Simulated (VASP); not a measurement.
Here is a VASP 6.6.1 calculation.

Contents of INCAR:

```
PREC = Accurate
ENCUT = 520
EDIFF = 1E-8
ISMEAR = -1
SIGMA = 0.05
LREAL = F
LASPH = T
NELM = 150
ALGO = Normal
ISIF = 2
LWAVE = F
LCHARG = T
ISPIN = 2
MAGMOM = 2
LORBIT = 11
LMAXMIX = 4
LDAU = T
LDAUTYPE = 2
LDAUL = 2
LDAUU = 5.3
LDAUJ = 0
LDAUPRINT = 1
GGA = PE
IVDW = 13
NBANDS = 16
IBRION = 6
NFREE = 2
POTIM = 0.015
NSW = 1
```

Contents of KPOINTS:

```
regular mesh
0
Gamma
  10 10 10
```

Contents of POSCAR:

```
V
1.0
   -1.5143500000      1.5143500000      1.5143500000
    1.5143500000     -1.5143500000      1.5143500000
    1.5143500000      1.5143500000     -1.5143500000
V
1
Direct
    0.0000000000      0.0000000000      0.0000000000
```

Potentials or basis: VASP PAW PBE potentials, release 64 (V_sv).

Launch:

```console
$ cat potpaw_PBE.64/V_sv/POTCAR > POTCAR
$ mpirun -np 1 vasp_std > vasp.out
```

(1) Estimate the dispersion energy per atom.

(2) Estimate the net moment.

(3) Predict the site moments.

Results:

(1) -0.318 eV.

(2) 1.75 μB per cell.

(3) V +1.62 μB.

Caveat: the U is typed as a test and isn't derived for this compound.
